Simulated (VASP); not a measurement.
Runs of VASP 6.6.1 on SnO. The structure is orthorhombic, space group Pmn2_1 (No. 31). The conventional cell has a = 3.355 Å, b = 5.674 Å, c = 4.222 Å, α = 90.00°, β = 90.00°, γ = 90.00°. Within 2.8 Å of Sn (site symmetry m) lie 3 O at 2.15 to 2.16 Å. O (site symmetry m) has 3 Sn at 2.15 to 2.16 Å within 2.8 Å. 

```tsv
k mesh	gap on the mesh (eV)	pressure (GPa)	largest force (eV/Å)
8 × 4 × 6	1.33	-2.9	0.35
4 × 2 × 4	1.83	-3.0	(a)
6 × 4 × 4	1.58	-2.9	0.35
2 × 2 × 2	1.84	(b)	0.21
8 × 6 × 8	1.33	-2.9	0.35
```

Alike in all rows: task single point; level PBEsol; potentials or basis VASP PAW PBE potentials, release 64 (Sn_d, O); no spin polarisation; cell as given; cutoff (eV) 520; smearing gaussian 0.01 eV.

Q: Estimate the missing entries.

A: (a) 0.34; (b) -2.5.

Caveats: some runs use coarse meshes; the PAW data sets were made with another functional, which shifts forces and pressure a little; spin-orbit coupling is left out, which moves the levels of the heavy elements.

A k mesh can miss the band edges, and the runs leave out spin-orbit coupling on Sn.
